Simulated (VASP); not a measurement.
# WS2 in VASP: further runs

WS2 is run at these levels: LDA; tasks: single point.

Program: VASP 6.6.1. These are calculated values, not measurements. Logs are shortened: lines on timing, memory, paths and dates and some standing lists are left out, and cuts for length are marked.

## Step 1: The cell of the first run

The cell holds a sheet with vacuum, 3 atoms: a = 3.153 Å, b = 3.153 Å, c = 21.140 Å, α = 90.00°, β = 90.00°, γ = 120.00°.

## Step 2: Single point, LDA

INCAR

```
ALGO = Normal
DIPOL = 0.5 0.5 0.500
EDIFF = 1E-6
ENCUT = 400
GGA = CA
GGA_COMPAT = False
IDIPOL = 3
ISIF = 2
ISMEAR = 0
LASPH = True
LCHARG = True
LDIPOL = True
LELF = True
LREAL = False
LVACPOTAV = True
LVHAR = True
LWAVE = False
NBANDS = 20
NELM = 120
NELMDL = -8
PREC = Accurate
SIGMA = 0.02
```

KPOINTS

```
k-points
0
Gamma
  12 12 1
```

POSCAR

```
WS2
1.0
    3.1530000000      0.0000000000      0.0000000000
   -1.5765000000      2.7305780981      0.0000000000
    0.0000000000      0.0000000000     21.1400000000
S W
2 1
Direct
    0.6666666667      0.3333333333      0.4257332072
    0.6666666667      0.3333333333      0.5742667928
    0.3333333333      0.6666666667      0.5000000000
```

Potentials or basis: VASP PAW LDA potentials, release 64 (S, W_sv).

Launch:

```console
$ cat potpaw_LDA.64/S/POTCAR potpaw_LDA.64/W_sv/POTCAR > POTCAR
$ mpirun -np 1 vasp_std > vasp.out
```

OUTCAR:

```text
EDIFF = 1E-6
   ENCUT = 400
   GGA = CA
   ISIF = 2
   ISMEAR = 0
   LASPH = True
   LREAL = False
   NELM = 120
   NELMDL = -8
   PREC = Accurate

 ion  position               nearest neighbor table
   1  0.667  0.333  0.426-   3 2.40   3 2.40   3 2.40
   2  0.667  0.333  0.574-   3 2.40   3 2.40   3 2.40
   3  0.333  0.667  0.500-   1 2.40   2 2.40   1 2.40   2 2.40   1 2.40   2 2.40

  LATTYP: Found a hexagonal cell.
 ALAT       =     3.1530000000
 C/A-ratio  =     6.7047256581

  Lattice vectors:

 A1 = (   3.1530000000,   0.0000000000,   0.0000000000)
 A2 = (  -1.5765000000,   2.7305780981,   0.0000000000)
 A3 = (   0.0000000000,   0.0000000000,  21.1400000000)

Analysis of symmetry for initial positions (statically):
=====================================================================
 Subroutine PRICEL returns:
 Original cell was already a primitive cell.

 Routine SETGRP: Setting up the symmetry group for a
 hexagonal supercell.

 Subroutine GETGRP returns: Found 12 space group operations
 (whereof 12 operations were pure point group operations)
 out of a pool of 24 trial point group operations.

The static configuration has the point symmetry D_3h.

Analysis of symmetry for dynamics (positions and initial velocities):
=====================================================================
 Subroutine PRICEL returns:
 Original cell was already a primitive cell.

 Routine SETGRP: Setting up the symmetry group for a
 hexagonal supercell.

 Subroutine GETGRP returns: Found 12 space group operations
 (whereof 12 operations were pure point group operations)
 out of a pool of 24 trial point group operations.

The dynamic configuration has the point symmetry D_3h.

 Subroutine INISYM returns: Found 12 space group operations
 (whereof 12 operations are pure point group operations),
 and found     1 'primitive' translations

----------------------------------------------------------------------------------------

                                     Primitive cell

  volume of cell :     182.0051

  direct lattice vectors                    reciprocal lattice vectors
     3.153000000  0.000000000  0.000000000     0.317158262  0.183111408  0.000000000
    -1.576500000  2.730578098  0.000000000     0.000000000  0.366222816  0.000000000
     0.000000000  0.000000000 21.140000000     0.000000000  0.000000000  0.047303690

  length of vectors
[... 80 lines left out ...]
   EDIFFG = 0.1E-04   stopping-criterion for IOM
   NSW    =      0    number of steps for IOM
   IBRION =     -1    ionic relax: 0-MD 1-quasi-New 2-CG
   NFREE  =      0    steps in history (QN), initial steepest desc. (CG)
   ISIF   =      2    stress and relaxation
   ISYM   =      2    0-nonsym 1-usesym 2-fastsym
   POTIM  = 0.5000    time-step for ionic-motion
   TEBEG  =    0.0;   TEEND  =   0.0 temperature during run
   PSTRESS=    0.0 pullay stress
   NELECT =      26.0000    total number of electrons
   NUPDOWN=      -1.0000    fix difference up-down
   EMIN   =  10.00;   EMAX   =-10.00  energy-range for DOS
   EFERMI =   0.00;   METHOD = LEGACY
   ISMEAR =     0;   SIGMA  =   0.02  broadening in eV -4-tet -1-fermi 0-gaus
   EFERMI_NEDOS =   21; number of points for ismear=-14 and -15
   IALGO  =     38    algorithm
   IMIX   =      4    mixing-type and parameters
     AMIX     =   0.40;   BMIX     =  1.00
     AMIX_MAG =   1.60;   BMIX_MAG =  1.00
  volume/ion in A,a.u.               =      60.67       409.41
  Fermi-wavevector in a.u.,A,eV,Ry     =   0.855798  1.617224  9.964781  0.732391
  Thomas-Fermi vector in A             =   1.972603
   LORBIT       =      0    0 simple, 1 ext, 2 COOP (PROOUT), +10 PAW based schemes
   GGA     = CA    functional components
   LHFCALC =     F    Hartree Fock is set to
   AEXX    =    0.0000 exact exchange contribution
   IVDW    =     0    specifies the selected vdW correction
   LEPSILON=     F    determine dielectric tensor
   LRPA    =     F    only Hartree local field effects (RPA)
 non-spin polarized calculation
 Gauss-broadening in eV      SIGMA  =   0.02
  energy-cutoff  :      400.00
  volume of cell :      182.01
 maximum number of plane-waves:      3333
 NGX is ok and might be reduce to    24
   NGX = 11   NGY = 11   NGZ = 69

 dipolmoment           0.000000      0.000000      0.000000 electrons x Angstroem

 number of electron      25.9999995 magnetization

 dipolmoment           0.000000      0.000000     -0.000000 electrons x Angstroem

 Free energy of the ion-electron system (eV)
  ---------------------------------------------------
  ext. energy  EPLUGINS =         0.00000000
  ---------------------------------------------------
  free energy    TOTEN  =       -26.13963908 eV

  energy without entropy =      -26.13963908  energy(sigma->0) =      -26.13963908

 E-fermi :  -2.1189     XC(G=0):  -3.7765

 val. band max:       -2.2499528042   @ k =   0.3333   0.3333   0.0000
 cond. band min:      -0.3301002741   @ k =   0.3333   0.3333   0.0000
 fundamental gap:      1.9198525301
 Fermi energy:        -2.1189112141

 k-point     1 :       0.0000    0.0000    0.0000
  band No.  band energies     occupation
      1     -75.7560      2.00000
      2     -40.2874      2.00000
      3     -40.0931      2.00000
      4     -40.0931      2.00000
      5     -17.0036      2.00000
      6     -15.3334      2.00000
[... 426 lines left out ...]
     19       4.9229      0.00000
     20       7.0211      0.00000

------------------------ aborting loop because EDIFF is reached ----------------------------------------

  FORCE on cell =-STRESS in cart. coord.  units (eV):
  Direction    XX          YY          ZZ          XY          YZ          ZX
  --------------------------------------------------------------------------------------
  -------------------------------------------------------------------------------------
  Total       -1.2042945     -1.2042945     -1.1277249     -0.0000000      0.0000000      0.0000000
  in kB      -10.6013146    -10.6013146     -9.9272785     -0.0000000      0.0000000      0.0000000
  external PRESSURE =     -10.3766359 kB  Pullay stress =       0.0000000 kB

 VOLUME and BASIS-vectors are now :
 -----------------------------------------------------------------------------
  energy-cutoff  :      400.00
  volume of cell :      182.01
      direct lattice vectors                 reciprocal lattice vectors
     3.153000000  0.000000000  0.000000000     0.317158262  0.183111408  0.000000000
    -1.576500000  2.730578098  0.000000000     0.000000000  0.366222816  0.000000000
     0.000000000  0.000000000 21.140000000     0.000000000  0.000000000  0.047303690

 POSITION                                       TOTAL-FORCE (eV/Angst)
 -----------------------------------------------------------------------------------
      1.57650      0.91019      9.00000         0.000000     -0.000000      0.350466
      1.57650      0.91019     12.14000         0.000000     -0.000000     -0.350466
     -0.00000      1.82039     10.57000        -0.000000      0.000000      0.000000
 -----------------------------------------------------------------------------------
    total drift:                                0.000000     -0.000000     -0.000000

  FREE ENERGIE OF THE ION-ELECTRON SYSTEM (eV)
  ---------------------------------------------------
  free  energy   TOTEN  =       -26.1396390787 eV

  energy  without entropy=      -26.1396390787  energy(sigma->0) =      -26.13963908

 vacuum level on the upper side and lower side of the slab         3.690         3.690
```

Run time: 2.7 min. Hardware: 1 thread of AMD EPYC 7R13, shared host; peak memory 0.2 GiB.

What came out:

| Property | Result |
| --- | --- |
| Free energy | -26.1396 eV |
| Largest force | 0.350 eV/Å |
| Band gap on the k mesh | 1.92 eV |

Forces on the atoms (eV/Å):
```
S    0.000  0.000  0.350
S    0.000  0.000 -0.350
W    0.000  0.000  0.000
```

Caveat: spin-orbit coupling is left out, which moves the levels of the heavy elements.

## Step 3: Single point, LDA

This run uses another cell than the first one.

INCAR

```
ALGO = Normal
DIPOL = 0.5 0.5 0.351
EDIFF = 1E-6
ENCUT = 400
GGA = CA
GGA_COMPAT = F
IDIPOL = 3
ISIF = 2
ISMEAR = 0
LASPH = T
LCHARG = F
LDIPOL = T
LREAL = F
LWAVE = F
NBANDS = 20
NELM = 120
NELMDL = -8
PREC = Accurate
SIGMA = 0.02
```

KPOINTS is that of step 2.

POSCAR

```
WS2
1.0
    3.0942342288      0.0000000000      0.0000000000
   -1.5471171144      2.6796854474      0.0000000000
    0.0000000000      0.0000000000     30.0799999992
S W
2 1
Direct
    0.6666666667      0.3333333333      0.2991270358
    0.6666666667      0.3333333333      0.4036655174
    0.3333333333      0.6666666667      0.3513962766
```

Potentials or basis: VASP PAW LDA potentials, release 64 (S, W_sv).

Launch:

```console
$ cat potpaw_LDA.64/S/POTCAR potpaw_LDA.64/W_sv/POTCAR > POTCAR
$ mpirun -np 1 vasp_std > vasp.out
```

Run time: 3 min. Hardware: 1 thread of AMD EPYC 7R13, shared host; peak memory 0.2 GiB.

Results (log left out):

- Free energy: -26.1388 eV
- Largest force: 0.050 eV/Å
- Band gap on the k mesh: 1.96 eV (least direct gap 2.16 eV)

Forces on the atoms (eV/Å):
```
S    0.000  0.000 -0.050
S    0.000  0.000  0.050
W    0.000  0.000  0.000
```

Levels at points of the mesh, in eV from the valence-band top:
```
           k point  band 11  band 12  band 13  band 14  band 15  band 16
(0.00, 0.00, 0.00)    -1.47    -1.47    -0.31     3.13     3.13     3.29
(0.50, 0.00, 0.00)    -2.27    -1.03    -0.96     3.23     3.54     4.11
```

Caveat: spin-orbit coupling is left out, which moves the levels of the heavy elements.

[end of part 1 of 3]
